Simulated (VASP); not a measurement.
A run of VASP 6.6.1 is set up as follows.

The input INCAR:

```
SYSTEM = TaN
ALGO = Normal ; EDIFF = 1E-6
ENCUT = 520 ; GGA = PS
ISIF = 2 ; ISMEAR = -1
LASPH = .True. ; LCHARG = .False.
LREAL = .False. ; LWAVE = .False.
NBANDS = 15 ; NELM = 80
PREC = Accurate ; SIGMA = 0.02
```

The input KPOINTS:

```
k-points
0
Gamma
  9 9 9
  0 0 0
```

Contents of POSCAR:

```
TaN
1.0
    0.0000000000      2.1790000000      2.1354200000
    2.1790000000      0.0000000000      2.1354200000
    2.1790000000      2.1790000000      0.0000000000
Ta N
1 1
Direct
    0.5000000000      0.5000000000      0.5000000000
    0.0000000000      0.0000000000      0.0000000000
```

Potentials or basis: VASP PAW PBE potentials, release 64 (Ta_pv, N).

Command:

```bash
$ cat potpaw_PBE.64/Ta_pv/POTCAR potpaw_PBE.64/N/POTCAR > POTCAR
$ mpirun -np 1 vasp_std > vasp.out
```

(1) What does it give for the band gap on the k mesh?

(2) Estimate the pressure.

## Answers

(1) zero (band 8 reaches 11.57 eV, above the bottom of band 9 at 7.58 eV).

(2) 13.9 GPa.

Caveat: the cell differs from its parent crystal (zz strain of -2 %); the PAW data sets were made with another functional, which shifts forces and pressure a little; spin-orbit coupling is left out, which moves the levels of the heavy elements.
